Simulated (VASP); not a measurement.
# K (I4/mmm) in VASP: notebook, part 2 of 2

VASP 6.6.1. Earlier steps stand in the parts before.

### 3 Single point, PBE+D3(BJ) (strain +0.0200 x Voigt [0, 1, 0, 0, 0, 0])

INCAR reads:

```
SYSTEM = K
PREC = Accurate
ENCUT = 520
EDIFF = 1E-6
ISMEAR = 0
SIGMA = 0.15
LREAL = .FALSE.
LASPH = .TRUE.
NELM = 100
ALGO = Fast
ISIF = 2
LWAVE = .FALSE.
LCHARG = .FALSE.
GGA = PE
IVDW = 12
NBANDS = 10
```

KPOINTS reads:

```
Automatic mesh
0
G
  12 12 12
  0 0 0
```

POSCAR reads:

```
K
1.0
    0.0000000000      3.4597102744      3.3918728180
    3.3918728180      0.0000000000      3.3918728180
    3.3918728180      3.4597102744      0.0000000000
K
1
Direct
    0.0000000000      0.0000000000      0.0000000000
```

Potentials or basis: VASP PAW PBE potentials, release 64 (K_sv).

Command:

```bash
$ cat potpaw_PBE.64/K_sv/POTCAR > POTCAR
$ mpirun -np 1 vasp_std > vasp.out
```

OUTCAR:

```text
SYSTEM = K
   PREC = Accurate
   ENCUT = 520
   EDIFF = 1E-6
   ISMEAR = 0
   LREAL = .FALSE.
   LASPH = .TRUE.
   NELM = 100
   ISIF = 2
   GGA = PE
   IVDW = 12
 IVDW          = 12

 ion  position               nearest neighbor table
   1  0.000  0.000  0.000-

  LATTYP: Found a body centered tetragonal cell.
 ALAT       =     4.7968325411
 C/A-ratio  =     1.4424978336

  Lattice vectors:

 A1 = (   0.0000000000,  -3.4597102744,   3.3918728180)
 A2 = (   0.0000000000,  -3.4597102744,  -3.3918728180)
 A3 = (   3.3918728180,   3.4597102744,   0.0000000000)

Analysis of symmetry for initial positions (statically):
=====================================================================
 Subroutine PRICEL returns:
 Original cell was already a primitive cell.

 Routine SETGRP: Setting up the symmetry group for a
 body centered tetragonal supercell.

 Subroutine GETGRP returns: Found 16 space group operations
 (whereof 16 operations were pure point group operations)
 out of a pool of 16 trial point group operations.

The static configuration has the point symmetry D_4h.

[... 163 lines left out ...]
 fundamental gap:      0.0474746894
 Fermi energy:        -0.2892669440

 k-point     1 :       0.0000    0.0000    0.0000
  band No.  band energies     occupation
      1     -32.4644      2.00000
      2     -15.9194      2.00000
      3     -15.9194      2.00000
      4     -15.9194      2.00000
      5      -2.3329      2.00000
      6       3.8042      0.00000
      7       3.8685      0.00000
      8       3.8685      0.00000
      9       4.9739      0.00000
     10       5.1000      0.00000
[... 287 lines left out ...]
 k-point    24 :      -0.4167    0.1667   -0.0000
  band No.  band energies     occupation
      1     -32.4617      2.00000
      2     -15.9645      2.00000
      3     -15.9351      2.00000
      4     -15.9287      2.00000
      5       0.1055      0.00020
      6       0.6071      0.00000
      7       2.8631      0.00000
      8       3.7543      0.00000
      9       4.8905      0.00000
     10       5.5016      0.00000

 [... further k-points ...]

------------------------ aborting loop because EDIFF is reached ----------------------------------------

 Edisp (eV)   -0.10429

 E8    (eV) :    -0.0563

  FORCE on cell =-STRESS in cart. coord.  units (eV):
  Direction    XX          YY          ZZ          XY          YZ          ZX
  --------------------------------------------------------------------------------------
  -------------------------------------------------------------------------------------
  Total      -0.22458    -0.23382    -0.22458     0.00000    -0.00000     0.00000
  in kB      -4.51989    -4.70600    -4.51989     0.00000    -0.00000     0.00000
  external pressure =       -4.58 kB  Pullay stress =        0.00 kB

 VOLUME and BASIS-vectors are now :
 -----------------------------------------------------------------------------
  energy-cutoff  :      520.00
  volume of cell :       79.61
      direct lattice vectors                 reciprocal lattice vectors
     0.000000000  3.459710274  3.391872818    -0.147411188  0.144520772  0.147411188
     3.391872818  0.000000000  3.391872818     0.147411188 -0.144520772  0.147411188
     3.391872818  3.459710274  0.000000000     0.147411188  0.144520772 -0.147411188

 POSITION                                       TOTAL-FORCE (eV/Angst)
 -----------------------------------------------------------------------------------
      0.00000      0.00000      0.00000        -0.000000     -0.000000     -0.000000
 -----------------------------------------------------------------------------------
    total drift:                               -0.000000      0.000000      0.000000

  FREE ENERGIE OF THE ION-ELECTRON SYSTEM (eV)
  ---------------------------------------------------
  free  energy   TOTEN  =        -1.1526628973 eV

  energy  without entropy=       -1.1441200679  energy(sigma->0) =       -1.14839148
```

OSZICAR:

```text
N       E                     dE             d eps       ncg     rms          rms(c)
DAV:   1     0.458134811321E+02    0.45813E+02   -0.34939E+03  3260   0.675E+02
DAV:   2     0.605040146871E+00   -0.45208E+02   -0.44633E+02  3498   0.189E+02
DAV:   3    -0.986912850360E+00   -0.15920E+01   -0.15862E+01  5194   0.288E+01
DAV:   4    -0.104576984096E+01   -0.58857E-01   -0.58550E-01  4452   0.449E+00
DAV:   5    -0.104749581833E+01   -0.17260E-02   -0.17257E-02  5126   0.534E-01    0.179E+00
RMM:   6    -0.104785114788E+01   -0.35533E-03   -0.86704E-04  3799   0.201E-01    0.110E+00
RMM:   7    -0.104827511882E+01   -0.42397E-03   -0.21732E-03  4307   0.330E-01    0.515E-02
RMM:   8    -0.104835741078E+01   -0.82292E-04   -0.21906E-04  5181   0.140E-01    0.150E-02
RMM:   9    -0.104837112960E+01   -0.13719E-04   -0.61823E-05  5340   0.493E-02    0.754E-03
RMM:  10    -0.104837212209E+01   -0.99249E-06   -0.13683E-05  5256   0.213E-02    0.460E-03
RMM:  11    -0.104837317636E+01   -0.10543E-05   -0.36876E-06  4347   0.114E-02    0.267E-03
RMM:  12    -0.104837301523E+01    0.16112E-06   -0.11540E-06  3996   0.726E-03
   1 F= -.11526629E+01 E0= -.11483915E+01  d E =-.854283E-02
```

Wall time 1.9 min (1 thread of Intel Xeon Platinum 8259CL at 2.50GHz (Skylake/Cascade Lake), shared host); peak memory 0.29 GiB.

Results:

```yaml
Free_energy: -1.1527 eV
Pressure: -0.5 GPa
Band_gap_on_the_k_mesh: zero (an odd number of electrons rules out a gap without spin polarisation)
Dispersion_energy_per_atom: -0.104 eV
```

Caveat: the cell differs from its parent crystal (strain +0.0200 x Voigt [0, 1, 0, 0, 0, 0]).

### 4 Single point, PBE+D3(BJ) (strain +0.0300 x Voigt [0, 1, 0, 0, 0, 0])

INCAR reads:

```
SYSTEM = K
PREC = Accurate
ENCUT = 520
EDIFF = 1E-6
ISMEAR = 0
SIGMA = 0.15
LREAL = .False.
LASPH = .True.
NELM = 60
ALGO = Fast
ISIF = 2
LWAVE = .False.
LCHARG = .True.
GGA = PE
IVDW = 12
LELF = .True.
LVHAR = .True.
NBANDS = 10
```

KPOINTS reads:

```
Automatic mesh
0
Gamma
  12 12 12
  0 0 0
```

POSCAR reads:

```
K
1.0
    0.0000000000      3.4936290025      3.3918728180
    3.3918728180      0.0000000000      3.3918728180
    3.3918728180      3.4936290025      0.0000000000
K
1
Direct
    0.0000000000      0.0000000000      0.0000000000
```

Command:

```bash
$ cat potpaw_PBE.64/K_sv/POTCAR > POTCAR
$ mpirun -np 1 vasp_std > vasp.out
```

Wall time 1.8 min (1 thread of Intel Xeon Platinum 8259CL at 2.50GHz (Skylake/Cascade Lake), shared host); peak memory 0.29 GiB.

Results (log left out):

| Quantity | Value |
| --- | --- |
| Free energy | -1.1504 eV |
| Pressure | -0.5 GPa |
| Band gap on the k mesh | zero (an odd number of electrons rules out a gap without spin polarisation) |
| Dispersion energy per atom | -0.103 eV |

Levels at points of the mesh, in eV from the Fermi level:
```tsv
k point	band 1	band 2	band 3	band 4	band 5	band 6	band 7	band 8	band 9	band 10
(0.00, 0.00, 0.00)	-32.18	-15.64	-15.64	-15.64	-2.03	4.06	4.16	4.16	5.21	5.40
(0.50, 0.00, 0.00)	-32.18	-15.69	-15.65	-15.64	0.32	0.53	3.84	4.00	5.89	6.04
(0.50, 0.50, 0.00)	-32.18	-15.68	-15.66	-15.66	0.97	1.35	2.32	4.55	4.57	5.15
(0.50, 0.00, 0.50)	-32.18	-15.68	-15.65	-15.65	0.85	1.17	2.40	4.75	4.75	5.17
```

Caveat: the cell differs from its parent crystal (strain +0.0300 x Voigt [0, 1, 0, 0, 0, 0]).

### 5 Single point, PBE+D3(BJ) (strain +0.0350 x Voigt [0, 1, 0, 0, 0, 0])

INCAR reads:

```
ALGO     = Normal         # electronic algorithm
EDIFF    = 1E-6           # SCF threshold, eV
ENCUT    = 520            # plane-wave cutoff, eV
GGA      = PE             # functional
ISIF     = 2              # what is computed and relaxed
ISMEAR   = 0              # smearing method
IVDW     = 12             # dispersion correction
LASPH    = T              # aspherical terms in the spheres
LCHARG   = F              # write CHGCAR
LREAL    = F              # projectors in reciprocal space
LWAVE    = F              # write WAVECAR
NBANDS   = 10             # bands
NELM     = 80             # most SCF steps
PREC     = Accurate       # precision mode
SIGMA    = 0.15           # smearing width, eV
```

KPOINTS reads:

```
k-points
0
Gamma
  12 12 12
```

POSCAR reads:

```
K
1.0
    0.0000000000      3.5105883666      3.3918728180
    3.3918728180      0.0000000000      3.3918728180
    3.3918728180      3.5105883666      0.0000000000
K
1
Direct
    0.0000000000      0.0000000000      0.0000000000
```

Potentials or basis: VASP PAW PBE potentials, release 64 (K_sv).

Command:

```bash
$ cat potpaw_PBE.64/K_sv/POTCAR > POTCAR
$ mpirun -np 1 vasp_std > vasp.out
```

OUTCAR:

```text
EDIFF = 1E-6
   ENCUT = 520
   GGA = PE
   ISIF = 2
   ISMEAR = 0
   IVDW = 12
   LASPH = T
   LREAL = F
   NELM = 80
   PREC = Accurate
 IVDW          = 12

 ion  position               nearest neighbor table
   1  0.000  0.000  0.000-

  LATTYP: Found a body centered tetragonal cell.
 ALAT       =     4.7968325411
 C/A-ratio  =     1.4637110370

  Lattice vectors:

 A1 = (   0.0000000000,  -3.5105883666,   3.3918728180)
 A2 = (   0.0000000000,  -3.5105883666,  -3.3918728180)
 A3 = (   3.3918728180,   3.5105883666,   0.0000000000)
[... 491 lines left out ...]

 [... further k-points ...]

------------------------ aborting loop because EDIFF is reached ----------------------------------------

 Edisp (eV)   -0.10269

 E8    (eV) :    -0.0555

  FORCE on cell =-STRESS in cart. coord.  units (eV):
  Direction    XX          YY          ZZ          XY          YZ          ZX
  --------------------------------------------------------------------------------------
  -------------------------------------------------------------------------------------
  Total      -0.24065    -0.25857    -0.24065     0.00000     0.00000     0.00000
  in kB      -4.77310    -5.12851    -4.77310     0.00000     0.00000     0.00000
  external pressure =       -4.89 kB  Pullay stress =        0.00 kB

 VOLUME and BASIS-vectors are now :
 -----------------------------------------------------------------------------
  energy-cutoff  :      520.00
  volume of cell :       80.78
      direct lattice vectors                 reciprocal lattice vectors
     0.000000000  3.510588367  3.391872818    -0.147411188  0.142426268  0.147411188
     3.391872818  0.000000000  3.391872818     0.147411188 -0.142426268  0.147411188
     3.391872818  3.510588367  0.000000000     0.147411188  0.142426268 -0.147411188

 POSITION                                       TOTAL-FORCE (eV/Angst)
 -----------------------------------------------------------------------------------
      0.00000      0.00000      0.00000        -0.000000      0.000000      0.000000
 -----------------------------------------------------------------------------------
    total drift:                               -0.000000      0.000000      0.000000

  FREE ENERGIE OF THE ION-ELECTRON SYSTEM (eV)
  ---------------------------------------------------
  free  energy   TOTEN  =        -1.1491637102 eV

  energy  without entropy=       -1.1405663219  energy(sigma->0) =       -1.14486502
```

Run time: 77 s. Hardware: 1 thread of Intel Xeon Platinum 8259CL at 2.50GHz (Skylake/Cascade Lake), shared host; peak memory 0.29 GiB.

Results:

```yaml
Free_energy: -1.1492 eV
Pressure: -0.5 GPa
Band_gap_on_the_k_mesh: zero (an odd number of electrons rules out a gap without spin polarisation)
Dispersion_energy_per_atom: -0.103 eV
```

Levels at points of the mesh, in eV from the Fermi level:
| k point | band 2 | band 3 | band 4 | band 5 | band 6 | band 7 | band 8 | band 9 |
| --- | --- | --- | --- | --- | --- | --- | --- | --- |
| (0.00, 0.00, 0.00) | -15.64 | -15.64 | -15.64 | -2.03 | 4.05 | 4.16 | 4.16 | 5.18 |
| (0.50, 0.00, 0.00) | -15.69 | -15.65 | -15.65 | 0.32 | 0.52 | 3.82 | 4.01 | 5.79 |
| (0.50, 0.50, 0.00) | -15.69 | -15.66 | -15.66 | 0.98 | 1.36 | 2.31 | 4.52 | 4.55 |
| (0.50, 0.00, 0.50) | -15.69 | -15.66 | -15.66 | 0.84 | 1.14 | 2.41 | 4.76 | 4.76 |

Caveat: the cell differs from its parent crystal (strain +0.0350 x Voigt [0, 1, 0, 0, 0, 0]).

### 6 The runs side by side

```csv
cell,gap on the mesh (eV),pressure (GPa)
"a = 4.773, b = 4.797 Å, angles 59.8, 60.3, 59.8°, 1 atom",none,-0.4
"a = 4.845, b = 4.797 Å, angles 60.3, 59.3, 60.3°, 1 atom",none,-0.5
"a = 4.869, b = 4.797 Å, angles 60.5, 59.0, 60.5°, 1 atom",none,-0.5
"a = 4.881, b = 4.797 Å, angles 60.6, 58.9, 60.6°, 1 atom",none,-0.5
```

Alike in all rows: task single point; level PBE+D3(BJ); potentials or basis VASP PAW PBE potentials, release 64 (K_sv); no spin polarisation; k mesh 12 × 12 × 12; cutoff (eV) 520; smearing gaussian 0.15 eV.

Absolute energies hang on the potentials; compare differences alone.

The gap in the log of VASP goes by the Fermi energy; the results here count the filled bands.